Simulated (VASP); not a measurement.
LiCl, 4 atoms in the cell. Symmetry: P6_3mc, No. 186, hexagonal system. Conventional cell: a = 3.950 Å, b = 3.950 Å, c = 6.207 Å, α = 90.00°, β = 90.00°, γ = 120.00°. Within 3.1 Å of Li (site symmetry 3m) lie 4 Cl at 2.35 to 2.54 Å. Within 3.1 Å of Cl (site symmetry 3m) lie 4 Li at 2.35 to 2.54 Å.  This cell differs from its parent crystal: strained and its atoms moved.

```yaml
Program: VASP 6.6.1
Task: single point
Functional: PBE
Potentials_or_basis: VASP PAW PBE potentials, release 64 (Li_sv, Cl)
Cutoff: 520 eV
k_mesh: 9 × 9 × 4
Occupations: gaussian, width 0.02 eV
Spin: no spin polarisation
Dipole_correction: no
Further_INCAR_settings: ALGO = Normal; EDIFF = 1e-07; NBANDS = 18
```

Potentials or basis: VASP PAW PBE potentials, release 64 (Li_sv, Cl).

Launch:

```bash
$ cat potpaw_PBE.64/Li_sv/POTCAR potpaw_PBE.64/Cl/POTCAR > POTCAR
$ mpirun -np 1 vasp_std > vasp.out
```

Hardware: 1 thread of Intel(R) Xeon(R) Platinum 8488C (Sapphire Rapids), on a shared host.

Task: Estimate the wall time of this run.

Result: Wall time 56 s on 1 thread of Intel(R) Xeon(R) Platinum 8488C (Sapphire Rapids), with other jobs on the host, peak memory 0.2 GiB. Counts: scf iterations 15, k points 36.
